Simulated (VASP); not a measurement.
Crystal: PbO2.

```xyz
3
Lattice="0.0000 2.5700 2.5700 2.5700 0.0000 2.5700 2.5700 2.5700 0.0000" Properties=species:S:1:pos:R:3 pbc="T T T"
Pb    0.0000    0.0000    0.0000
O     1.2850    1.2850    1.2850
O     3.8550    3.8550    3.8550
```

- Program: VASP 6.6.1
- Task: relaxation of cell and atoms
- Functional: PBEsol
- Dispersion: D3(BJ)
- Potentials or basis: VASP PAW PBE potentials, release 64 (Pb_d, O)
- Cutoff: 600 eV
- k mesh: 6 × 6 × 6
- Occupations: methfessel-paxton, width 0.01 eV
- Spin: no spin polarisation

At the start: pressure 18.4 GPa; volume 11.32 Å³/atom.

Problem. Where does the relaxation end?

Solution. Over 4 steps the energy falls by 56.0 meV/atom and the volume is 12.38 Å³/atom (+9.4 %); space group Fm-3m (No. 225, to 0.1 Å) before and after.

The path:
```csv
step,energy change (eV),largest force (eV/Å),pressure (GPa),volume (Å³)
1,0.0000,0.0000,18.43,33.95
2,-0.0198,0.0000,-12.01,40.76
3,-0.1681,0.0000,-0.20,37.19
4,-0.1681,0.0000,0.09,37.13
```

Final structure:
```
CELL_PARAMETERS angstrom
0.00000 2.64783 2.64783
2.64783 0.00000 2.64783
2.64783 2.64783 0.00000
ATOMIC_POSITIONS crystal
Pb 0.00000 0.00000 0.00000
O 0.25000 0.25000 0.25000
O 0.75000 0.75000 0.75000
```

Caveat: the PAW data sets were made with another functional, which shifts forces and pressure a little.
